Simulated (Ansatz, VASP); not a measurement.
**Two plane-wave programs on SnSe**

```xyz
2
Lattice="0.0000 2.8405 2.8405 2.8405 0.0000 2.8405 2.8405 2.8405 0.0000" Properties=species:S:1:pos:R:3 pbc="T T T"
Sn    0.0000    0.0000    0.0000
Se    2.8405    2.8405    2.8405
```

Alike in both runs: task single point; functional LDA; k mesh 8 × 8 × 8; occupations fermi-dirac, width 0.0816 eV; no spin polarisation.

```csv
,VASP,Ansatz
version,VASP 6.6.1,Ansatz 0.2.0
potentials or method,"VASP PAW LDA potentials, release 64 (Sn_d, Se)","PAW with Ansatz's default frozen-core files, scalar-relativistic"
plane-wave cutoff (eV),400,420
valence electrons in the cell,20,30
```

Ansatz gave:

| Item | Value |
| --- | --- |
| pressure (GPa) | 8.4 |

**Question.** Which values does VASP return?

**Answer.** Pressure (GPa): 8.6.

LDA's correlation is that of Perdew and Zunger in VASP and of Perdew and Wang (1992) in Ansatz. VASP's potentials hold 20 valence electrons a cell and Ansatz's 30, so a difference there can come from the potentials and not from the codes.
